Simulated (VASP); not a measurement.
The system is SiO2.

```xyz
6
Lattice="-2.4720 2.4720 3.5123 2.4720 -2.4720 3.5123 2.4720 2.4720 -3.5123" Properties=species:S:1:pos:R:3 pbc="T T T"
Si    0.0000    0.0000    0.0000
Si    0.0000    2.4720    1.7561
O     1.2360    3.0170    2.6342
O     0.5450    1.2360    0.8781
O    -1.2360    1.9270    2.6342
O    -0.5450    3.7079    0.8781
```

This cell differs from its parent crystal: uniaxial z strain -4.0%.

Base run:

| Item | Value |
| --- | --- |
| Program | VASP 6.6.1 |
| Functional | r2SCAN |
| Potentials or basis | VASP PAW PBE potentials, release 64 (Si, O) |
| Cutoff | 520 eV |
| k mesh | 8 × 8 × 8 |
| Occupations | gaussian, width 0.01 eV |
| Spin | no spin polarisation |

Its results: band gap on the k mesh 6.73 eV, direct; pressure 1.8 GPa; largest force 0.005 eV/Å.

The run is repeated on the same cell with these changes: functional from r2SCAN to PBE; occupations from gaussian, width 0.01 eV to fermi-dirac, width 0.02 eV. What comes out?

Band gap on the k mesh 6.10 eV, direct; pressure 6.5 GPa; largest force 0.303 eV/Å.

Caveats: the PAW data sets were made with another functional, which shifts forces and pressure a little (some runs).

A k mesh can miss the band edges.
